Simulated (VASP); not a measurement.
Set up this calculation in VASP 6.6.1, as the native input.

| Item | Value |
| --- | --- |
| Task | single point |
| Functional | r2SCAN |
| Potentials or basis | VASP PAW PBE potentials, release 64 (Cd_sv_GW, S) |
| Cutoff | 700 eV |
| k mesh | 8 × 8 × 8 |
| Occupations | gaussian, width 0.01 eV |
| Spin | no spin polarisation |
| Dipole correction | no |
| Further INCAR settings | ALGO = Normal; EDIFF = 1e-06; NBANDS = 20 |

CdS:

```xyz
2
Lattice="0.0000 2.9392 2.9392 3.0324 0.0000 2.9392 3.0324 2.9392 0.0000" Properties=species:S:1:pos:R:3 pbc="T T T"
Cd    0.0000    0.0000    0.0000
S     1.5162    1.4696    1.4696
```

This cell differs from its parent crystal: uniaxial x strain +3.2%.

The input as run:

POSCAR

```
CdS
1.0
    0.0000000000      2.9392148426      2.9392148426
    3.0323879531      0.0000000000      2.9392148426
    3.0323879531      2.9392148426      0.0000000000
Cd S
1 1
Direct
    0.0000000000      0.0000000000      0.0000000000
    0.2500000000      0.2500000000      0.2500000000
```

INCAR.step1

```
SYSTEM = CdS
ALGO = Normal ; EDIFF = 1E-5
ENCUT = 700 ; GGA = PE
GGA_COMPAT = .FALSE. ; ISMEAR = 0
LASPH = .TRUE. ; LCHARG = .FALSE.
LREAL = .FALSE. ; LWAVE = .TRUE.
NBANDS = 20 ; NELM = 120
PREC = Accurate ; SIGMA = 0.01
```

INCAR.step2

```
SYSTEM = CdS
ALGO = Normal ; EDIFF = 1E-6
ENCUT = 700 ; GGA_COMPAT = .FALSE.
ISIF = 2 ; ISMEAR = 0
ISTART = 1 ; LASPH = .TRUE.
LCHARG = .FALSE. ; LMIXTAU = .TRUE.
LREAL = .FALSE. ; LWAVE = .FALSE.
METAGGA = R2SCAN ; NBANDS = 20
NELM = 120 ; PREC = Accurate
SIGMA = 0.01
```

KPOINTS

```
k-points
0
G
  8 8 8
  0 0 0
```

Potentials or basis: VASP PAW PBE potentials, release 64 (Cd_sv_GW, S).

Launch:

```console
$ cat potpaw_PBE.64/Cd_sv_GW/POTCAR potpaw_PBE.64/S/POTCAR > POTCAR
$ cp INCAR.step1 INCAR
$ mpirun -np 1 vasp_std > vasp.out
$ cp INCAR.step2 INCAR
$ mpirun -np 1 vasp_std > vasp.out
```

Results of the run:

The pressure is -1.9 GPa and the band gap on the k mesh is 1.44 eV.

Caveat: the cell differs from its parent crystal (uniaxial x strain +3.2%); the structure was generated, so it needn't be the stable form of CdS; the PAW data sets were made with another functional, which shifts forces and pressure a little.

Wall time 4.3 min on 1 thread of Intel(R) Xeon(R) Platinum 8259CL CPU @ 2.50GHz (Skylake/Cascade Lake), with other jobs on the host, peak memory 0.29 GiB.
